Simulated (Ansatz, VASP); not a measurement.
Two plane-wave programs on Sn

POSCAR

```
Sn
1.0
    0.0000000000      3.1517676051      3.4095993846
    3.1517676051      0.0000000000      3.4095993846
    3.1517676051      3.1517676051      0.0000000000
Sn
2
Direct
    0.0000000000      0.0000000000      0.0000000000
    0.2500000000      0.2500000000      0.2500000000
```

The input INCAR.step1:

```
PREC = Accurate
ENCUT = 550
ISMEAR = -1
SIGMA = 0.02
LREAL = False
LASPH = True
NELM = 120
NBANDS = 21
GGA = PE
ALGO = Normal
EDIFF = 1E-5
LWAVE = True
LCHARG = False
GGA_COMPAT = False
```

File INCAR.step2:

```
PREC = Accurate
ENCUT = 550
EDIFF = 1E-6
ISMEAR = -1
SIGMA = 0.02
LREAL = False
LASPH = True
NELM = 120
ALGO = Normal
ISIF = 2
LWAVE = False
LCHARG = False
METAGGA = R2SCAN
LMIXTAU = True
NBANDS = 21
ISTART = 1
GGA_COMPAT = False
```

File KPOINTS:

```
Automatic mesh
0
Gamma
  6 6 6
```

Input for Ansatz:

```yaml
crystal:
  lattice:
    - [0.0, 3.1517676051, 3.4095993846]
    - [3.1517676051, 0.0, 3.4095993846]
    - [3.1517676051, 3.1517676051, 0.0]
  atoms:
    - { symbol: Sn, position: [0.0, 0.0, 0.0] }
    - { symbol: Sn, position: [0.25, 0.25, 0.25] }
kpoints:
  mp_grid: { grid: [6, 6, 6] }
  band_path:
    path:
      - [0.0, 0.0, 0.0]
      - [0.5, 0.0, 0.5]
      - [0.625, 0.25, 0.625]
      - [0.375, 0.375, 0.75]
      - [0.5, 0.5, 0.5]
      - [0.5, 0.25, 0.75]
      - [0.0, 0.0, 0.5]
    npoints: 1
hamiltonian:
  xc: r2scan
scf:
  occupations: { method: fermi_dirac, width: 0.02 }
  n_extra_bands: 4
output:
  forces: true
  stress: true
  eigenvalues: true
```

Change from the starting cell: epitaxial_xy strain -4.0%.

Alike in both runs: task single point; functional r2SCAN; k mesh 6 × 6 × 6; occupations fermi-dirac, width 0.02 eV; no spin polarisation.

```csv
,VASP,Ansatz
version,VASP 6.6.1,Ansatz 0.2.0
potentials or method,"VASP PAW PBE potentials, release 64 (Sn_d)","plane waves, PAW"
plane-wave cutoff (eV),550,500
valence electrons in the cell,28,28
```

|  | VASP | Ansatz | Ansatz less VASP |
| --- | --- | --- | --- |
| pressure (GPa) | 2.1 | 2.1 | +0.04 |
| traceless stress, the component that is largest in VASP (GPa) | -2.12 | -2.12 | -0.003 |

VASP's potentials were made for PBE, not for r2SCAN.
